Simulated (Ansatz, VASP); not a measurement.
# Be2H3 in VASP and in Ansatz

```
CELL_PARAMETERS angstrom
2.46237 0.00000 0.00000
-1.23118 2.13247 0.00000
0.00000 0.00000 5.72269
ATOMIC_POSITIONS crystal
Be 0.33333 0.66667 0.18803
Be 0.66667 0.33333 0.81197
H 0.00000 0.00000 0.00000
H 0.33333 0.66667 0.68133
H 0.66667 0.33333 0.31867
```

Alike in both runs: functional PBE; k mesh 6 × 6 × 4; occupations gaussian, width 0.1 eV; no spin polarisation.

Ansatz relaxed the structure, and its values are those at the end. VASP's run is a single point on that final structure, the one shown.

|  | VASP | Ansatz |
| --- | --- | --- |
| version | VASP 6.6.1 | Ansatz 0.2.0 |
| potentials or method | VASP PAW PBE potentials, release 64 (Be, H), cutoff 520 eV | scalar-relativistic, plane waves, PAW |
| valence electrons in the cell | 7 | 7 |

```tsv
	VASP	Ansatz	Ansatz less VASP
gap on the k mesh at the Fermi level (eV)	none	none	-
pressure (GPa)	0.0	0.1	+0.11
rms of the force components (eV/Å)	0.005	0.004	-0.0004
```

A gap of «none» marks a metal or a gap that the smearing closes. The functional is the same, so the differences come from potentials, cutoffs and numerics.

The k mesh is coarse, so the values compare programs but aren't converged.
